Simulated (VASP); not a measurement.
# Al2Pt (Fm-3m) in VASP: further runs

The runs below take Al2Pt through single point, with PBEsol, PBE.

All numbers are computed with VASP 6.6.1; they aren't measurements. Logs are shortened: lines on timing, memory, paths and dates and some standing lists are left out, and cuts for length are marked.

### Step 1. The cell of the first run

It takes space group Fm-3m (No. 225, cubic). The conventional cell has a = 5.910 Å, b = 5.910 Å, c = 5.910 Å, α = 90.00°, β = 90.00°, γ = 90.00°. Within 3.4 Å of Pt (site symmetry m-3m) lie 8 Al at 2.56 Å. Al (site symmetry -43m) has 4 Pt at 2.56 Å and 6 Al at 2.96 Å within 3.4 Å.

### Step 2. Single point, PBEsol

Input file INCAR:

```
SYSTEM = Al2Pt
PREC = Accurate
ENCUT = 520
EDIFF = 1E-6
ISMEAR = -1
SIGMA = 0.05
LREAL = .False.
LASPH = .True.
NELM = 60
ALGO = Normal
ISIF = 2
LWAVE = .False.
LCHARG = .False.
GGA = PS
NBANDS = 15
```

Input file KPOINTS:

```
regular mesh
0
Gamma
  8 8 8
  0 0 0
```

Input file POSCAR:

```
Al2Pt
1.0
    0.0000000000      2.9550000000      2.9550000000
    2.9550000000      0.0000000000      2.9550000000
    2.9550000000      2.9550000000      0.0000000000
Pt Al
1 2
Direct
    0.0000000000      0.0000000000      0.0000000000
    0.7500000000      0.7500000000      0.7500000000
    0.2500000000      0.2500000000      0.2500000000
```

Potentials or basis: VASP PAW PBE potentials, release 64 (Pt, Al).

Run with:

```
$ cat potpaw_PBE.64/Pt/POTCAR potpaw_PBE.64/Al/POTCAR > POTCAR
$ mpirun -np 1 vasp_std > vasp.out
```

OUTCAR:

```text
SYSTEM = Al2Pt
   PREC = Accurate
   ENCUT = 520
   EDIFF = 1E-6
   ISMEAR = -1
   LREAL = .False.
   LASPH = .True.
   NELM = 60
   ISIF = 2
   GGA = PS

 ion  position               nearest neighbor table
   1  0.000  0.000  0.000-   2 2.56   2 2.56   2 2.56   2 2.56   3 2.56   3 2.56   3 2.56   3 2.56

   2  0.750  0.750  0.750-   1 2.56   1 2.56   1 2.56   1 2.56   3 2.96   3 2.96   3 2.96   3 2.96
                             3 2.96   3 2.96
   3  0.250  0.250  0.250-   1 2.56   1 2.56   1 2.56   1 2.56   2 2.96   2 2.96   2 2.96   2 2.96
                             2 2.96   2 2.96

  LATTYP: Found a face centered cubic cell.
 ALAT       =     5.9100000000

  Lattice vectors:

 A1 = (   0.0000000000,   2.9550000000,   2.9550000000)
 A2 = (   2.9550000000,   0.0000000000,   2.9550000000)
 A3 = (   2.9550000000,   2.9550000000,   0.0000000000)

Analysis of symmetry for initial positions (statically):
=====================================================================
 Subroutine PRICEL returns:
 Original cell was already a primitive cell.

 Routine SETGRP: Setting up the symmetry group for a
 face centered cubic supercell.

 Subroutine GETGRP returns: Found 48 space group operations
 (whereof 48 operations were pure point group operations)
 out of a pool of 48 trial point group operations.

The static configuration has the point symmetry O_h .

Analysis of symmetry for dynamics (positions and initial velocities):
=====================================================================
 Subroutine PRICEL returns:
 Original cell was already a primitive cell.

 Routine SETGRP: Setting up the symmetry group for a
 face centered cubic supercell.

 Subroutine GETGRP returns: Found 48 space group operations
 (whereof 48 operations were pure point group operations)
 out of a pool of 48 trial point group operations.

The dynamic configuration has the point symmetry O_h .

 Subroutine INISYM returns: Found 48 space group operations
 (whereof 48 operations are pure point group operations),
 and found     1 'primitive' translations

----------------------------------------------------------------------------------------

                                     Primitive cell

  volume of cell :      51.6063

  direct lattice vectors                    reciprocal lattice vectors
     0.000000000  2.955000000  2.955000000    -0.169204738  0.169204738  0.169204738
     2.955000000  0.000000000  2.955000000     0.169204738 -0.169204738  0.169204738
     2.955000000  2.955000000  0.000000000     0.169204738  0.169204738 -0.169204738

  length of vectors
     4.179001077  4.179001077  4.179001077     0.293071203  0.293071203  0.293071203

  position of ions in fractional coordinates (direct lattice)
     0.000000000  0.000000000  0.000000000
     0.750000000  0.750000000  0.750000000
     0.250000000  0.250000000  0.250000000

  ion indices of the primitive-cell ions
   primitive index   ion index
                 1           1
                 2           2
                 3           3

----------------------------------------------------------------------------------------

 KPOINTS: regular mesh

Automatic generation of k-mesh.
 Grid dimensions read from file:
 generate k-points for:    8    8    8

 Generating k-lattice:

  Cartesian coordinates                     Fractional coordinates (reciprocal lattice)
    -0.021150592  0.021150592  0.021150592     0.125000000  0.000000000  0.000000000
     0.021150592 -0.021150592  0.021150592     0.000000000  0.125000000  0.000000000
     0.021150592  0.021150592 -0.021150592     0.000000000  0.000000000  0.125000000

  Length of vectors
     0.036633900  0.036633900  0.036633900

  Shift w.r.t. Gamma in fractional coordinates (k-lattice)
     0.000000000  0.000000000  0.000000000

 Subroutine IBZKPT returns following result:
 ===========================================

 Found     29 irreducible k-points:

 Following reciprocal coordinates:
            Coordinates               Weight
  0.000000  0.000000  0.000000      1.000000
  0.125000  0.000000  0.000000      8.000000
  0.250000  0.000000  0.000000      8.000000
  0.375000  0.000000  0.000000      8.000000
  0.500000  0.000000  0.000000      4.000000
  0.125000  0.125000  0.000000      6.000000
[... 16 lines left out ...]
  0.500000  0.250000  0.125000     48.000000
 -0.375000  0.250000  0.125000     24.000000
 [... further k-points ...]
   k-points           NKPTS =     29   k-points in BZ     NKDIM =     29   number of bands    NBANDS=     15
   number of dos      NEDOS =    301   number of ions     NIONS =      3
   total plane-waves  NPLWV =  32768
   dimension x,y,z NGX =    32 NGY =   32 NGZ =   32
   dimension x,y,z NGXF=    64 NGYF=   64 NGZF=   64
   ions per type =               1   2
   NGX,Y,Z   is equivalent  to a cutoff of  12.73, 12.73, 12.73 a.u.
   NGXF,Y,Z  is equivalent  to a cutoff of  25.46, 25.46, 25.46 a.u.
 SYSTEM =  Al2Pt
   PREC   = accura    normal or accurate (medium, high low for compatibility)
   ISTART =      0    job   : 0-new  1-cont  2-samecut
   ICHARG =      2    charge: 1-file 2-atom 10-const
   ISPIN  =      1    spin polarized calculation?
   LNONCOLLINEAR =      F non collinear calculations
   LSORBIT =      F    spin-orbit coupling
   LASPH  =      T    aspherical Exc in radial PAW
   ENCUT  =  520.0 eV  38.22 Ry    6.18 a.u.   7.77  7.77  7.77*2*pi/ulx,y,z
   NELM   =     60;   NELMIN=  2; NELMDL= -5     # of ELM steps
   EDIFF  = 0.1E-05   stopping-criterion for ELM
   LREAL  =      F    real-space projection
   EDIFFG = 0.1E-04   stopping-criterion for IOM
   NSW    =      0    number of steps for IOM
   IBRION =     -1    ionic relax: 0-MD 1-quasi-New 2-CG
   NFREE  =      0    steps in history (QN), initial steepest desc. (CG)
   ISIF   =      2    stress and relaxation
   ISYM   =      2    0-nonsym 1-usesym 2-fastsym
   POTIM  = 0.5000    time-step for ionic-motion
   TEBEG  =    0.0;   TEEND  =   0.0 temperature during run
   PSTRESS=    0.0 pullay stress
   NELECT =      16.0000    total number of electrons
   NUPDOWN=      -1.0000    fix difference up-down
   EMIN   =  10.00;   EMAX   =-10.00  energy-range for DOS
   EFERMI =   0.00;   METHOD = LEGACY
   ISMEAR =    -1;   SIGMA  =   0.05  broadening in eV -4-tet -1-fermi 0-gaus
   EFERMI_NEDOS =   21; number of points for ismear=-14 and -15
   IALGO  =     38    algorithm
   IMIX   =      4    mixing-type and parameters
     AMIX     =   0.40;   BMIX     =  1.00
     AMIX_MAG =   1.60;   BMIX_MAG =  1.00
  volume/ion in A,a.u.               =      17.20       116.09
  Fermi-wavevector in a.u.,A,eV,Ry     =   1.108019  2.093853 16.703966  1.227707
  Thomas-Fermi vector in A             =   2.244541
   LORBIT       =      0    0 simple, 1 ext, 2 COOP (PROOUT), +10 PAW based schemes
   GGA     = PS    functional components
   LHFCALC =     F    Hartree Fock is set to
   AEXX    =    0.0000 exact exchange contribution
   IVDW    =     0    specifies the selected vdW correction
   LEPSILON=     F    determine dielectric tensor
   LRPA    =     F    only Hartree local field effects (RPA)
 non-spin polarized calculation
  energy-cutoff  :      520.00
  volume of cell :       51.61
 maximum number of plane-waves:      1411
   NGX = 15   NGY = 15   NGZ = 15

 number of electron      16.0000000 magnetization

 Free energy of the ion-electron system (eV)
  ---------------------------------------------------
  ext. energy  EPLUGINS =         0.00000000
  ---------------------------------------------------
  free energy    TOTEN  =       -17.75518746 eV

  energy without entropy =      -17.74276702  energy(sigma->0) =      -17.74897724

 E-fermi :   7.7547     XC(G=0): -10.8128

 val. band max:        7.6843628246   @ k =   0.3750   0.2500   0.0000
 cond. band min:       7.7837102300   @ k =   0.2500   0.2500   0.0000
 fundamental gap:      0.0993474055
 Fermi energy:         7.7547275571

 k-point     1 :       0.0000    0.0000    0.0000
  band No.  band energies     occupation
      1      -2.4469      2.00000
      2       2.7338      2.00000
      3       2.7338      2.00000
      4       2.7338      2.00000
      5       4.0921      2.00000
      6       4.0921      2.00000
      7      10.7770      0.00000
      8      11.5833      0.00000
      9      11.5833      0.00000
     10      11.5833      0.00000
     11      13.2163      0.00000
     12      13.2163      0.00000
     13      13.2163      0.00000
     14      14.1173      0.00000
     15      14.1173      0.00000

 k-point     2 :       0.1250    0.0000    0.0000
  band No.  band energies     occupation
      1      -2.2323      2.00000
      2       2.6095      2.00000
      3       2.8039      2.00000
      4       2.8039      2.00000
      5       4.0694      2.00000
      6       4.0694      2.00000
      7       9.4222      0.00000
      8      11.0410      0.00000
      9      11.0410      0.00000
     10      11.1029      0.00000
     11      13.6938      0.00000
     12      13.7418      0.00000
     13      13.7418      0.00000
     14      13.8509      0.00000
     15      13.8509      0.00000

 k-point     3 :       0.2500    0.0000    0.0000
  band No.  band energies     occupation
      1      -1.6141      2.00000
      2       2.3146      2.00000
      3       2.9508      2.00000
      4       2.9508      2.00000
      5       4.0738      2.00000
      6       4.0738      2.00000
      7       6.8918      2.00000
      8      10.0603      0.00000
      9      10.0603      0.00000
     10      11.5363      0.00000
     11      13.1998      0.00000
     12      13.2700      0.00000
     13      13.2700      0.00000
     14      15.1094      0.00000
     15      15.1094      0.00000
[... 343 lines left out ...]
 k-point    23 :       0.5000    0.2500    0.1250
  band No.  band energies     occupation
      1      -0.1570      2.00000
      2       1.9064      2.00000
      3       2.9466      2.00000
      4       3.3697      2.00000
      5       3.9486      2.00000
      6       4.1887      2.00000
      7       4.9874      2.00000
      8       6.9106      2.00000
      9       8.3650      0.00001
     10      11.7545      0.00000
     11      12.9165      0.00000
     12      13.9260      0.00000
     13      14.9678      0.00000
     14      15.7757      0.00000
     15      17.2942      0.00000

 k-point    24 :      -0.3750    0.2500    0.1250
  band No.  band energies     occupation
      1       0.4851      2.00000
      2       1.7192      2.00000
      3       2.8896      2.00000
      4       3.3839      2.00000
      5       3.6301      2.00000
      6       4.2897      2.00000
      7       4.5526      2.00000
      8       6.8130      2.00000
      9       7.9106      0.08486
     10      11.6290      0.00000
     11      12.9956      0.00000
     12      14.6316      0.00000
     13      15.0476      0.00000
     14      16.1558      0.00000
     15      16.7167      0.00000

 [... further k-points ...]
[... 5 lines left out ...]
  --------------------------------------------------------------------------------------
  -------------------------------------------------------------------------------------
  Total       -0.3106870     -0.3106870     -0.3106870      0.0000000      0.0000000      0.0000000
  in kB       -9.6456443     -9.6456443     -9.6456443      0.0000000      0.0000000      0.0000000
  external PRESSURE =      -9.6456443 kB  Pullay stress =       0.0000000 kB

 VOLUME and BASIS-vectors are now :
 -----------------------------------------------------------------------------
  energy-cutoff  :      520.00
  volume of cell :       51.61
      direct lattice vectors                 reciprocal lattice vectors
     0.000000000  2.955000000  2.955000000    -0.169204738  0.169204738  0.169204738
     2.955000000  0.000000000  2.955000000     0.169204738 -0.169204738  0.169204738
     2.955000000  2.955000000  0.000000000     0.169204738  0.169204738 -0.169204738

 POSITION                                       TOTAL-FORCE (eV/Angst)
 -----------------------------------------------------------------------------------
      0.00000      0.00000      0.00000        -0.000000     -0.000000     -0.000000
      4.43250      4.43250      4.43250         0.000000      0.000000      0.000000
      1.47750      1.47750      1.47750        -0.000000     -0.000000     -0.000000
 -----------------------------------------------------------------------------------
    total drift:                                0.000000     -0.000000      0.000000

  FREE ENERGIE OF THE ION-ELECTRON SYSTEM (eV)
  ---------------------------------------------------
  free  energy   TOTEN  =       -17.7551874631 eV

  energy  without entropy=      -17.7427670195  energy(sigma->0) =      -17.74897724
```

Wall time 37 s (1 thread of AMD EPYC 7R13, shared host); peak memory 0.15 GiB.

Results:

| Quantity | Value |
| --- | --- |
| Free energy | -17.7552 eV |
| Pressure | -1.0 GPa |
| Band gap on the k mesh | zero (band 8 reaches 11.58 eV, above the bottom of band 9 at 6.18 eV) |

Caveat: the PAW data sets were made with another functional, which shifts forces and pressure a little; spin-orbit coupling is left out, which moves the levels of the heavy elements.

(Part 1 of 2 ends here.)
